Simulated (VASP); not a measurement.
Write the native input for VASP 6.6.1 that does the following.

```
Task                   : single point
Functional             : PBEsol
Potentials or basis    : VASP PAW PBE potentials, release 64 (Ga_d, Sb)
Cutoff                 : 500 eV
k mesh                 : 8 × 8 × 8
Occupations            : fermi-dirac, width 0.1 eV
Spin                   : no spin polarisation
Dipole correction      : no
Further INCAR settings : ALGO = Normal; EDIFF = 1e-06; NBANDS = 16
```

The structure of GaSb lies in POSCAR:

```
GaSb
1.0
   -2.7256196337      2.7256196337      1.5746381539
    2.7256196337     -2.7256196337      1.5746381539
    2.7256196337      2.7256196337     -1.5746381539
Ga Sb
1 1
Direct
    0.2500000000      0.7500000000      0.5000000000
    0.0000000000      0.0000000000      0.0000000000
```

The input as run:

INCAR

```
SYSTEM = GaSb
PREC     = Accurate       ! precision mode
ENCUT    = 500            ! plane-wave cutoff, eV
EDIFF    = 1E-6           ! SCF threshold, eV
ISMEAR   = -1             ! smearing method
SIGMA    = 0.1            ! smearing width, eV
LREAL    = .FALSE.        ! projectors in reciprocal space
LASPH    = .TRUE.         ! aspherical terms in the spheres
NELM     = 120            ! most SCF steps
ALGO     = Normal         ! electronic algorithm
ISIF     = 2              ! what is computed and relaxed
LWAVE    = .FALSE.        ! write WAVECAR
LCHARG   = .TRUE.         ! write CHGCAR
GGA      = PS             ! functional
LELF     = .TRUE.         ! ELF
LVHAR    = .TRUE.       
NBANDS   = 16             ! bands
GGA_COMPAT= .FALSE.
```

KPOINTS

```
Automatic mesh
0
G
  8 8 8
  0 0 0
```

Potentials or basis: VASP PAW PBE potentials, release 64 (Ga_d, Sb).

The run is started by

```console
$ cat potpaw_PBE.64/Ga_d/POTCAR potpaw_PBE.64/Sb/POTCAR > POTCAR
$ mpirun -np 1 vasp_std > vasp.out
```

It gave:

The pressure is -1.3 GPa. The band gap on the k mesh is zero (band 9 reaches 8.54 eV, above the bottom of band 10 at 4.64 eV).

Caveat: the PAW data sets were made with another functional, which shifts forces and pressure a little; spin-orbit coupling is left out, which moves the levels of the heavy elements.

Run time: 65 s on 1 thread of AMD EPYC 7R43 64-Core Processor (Zen 3) (shared host), peak memory 0.16 GiB.
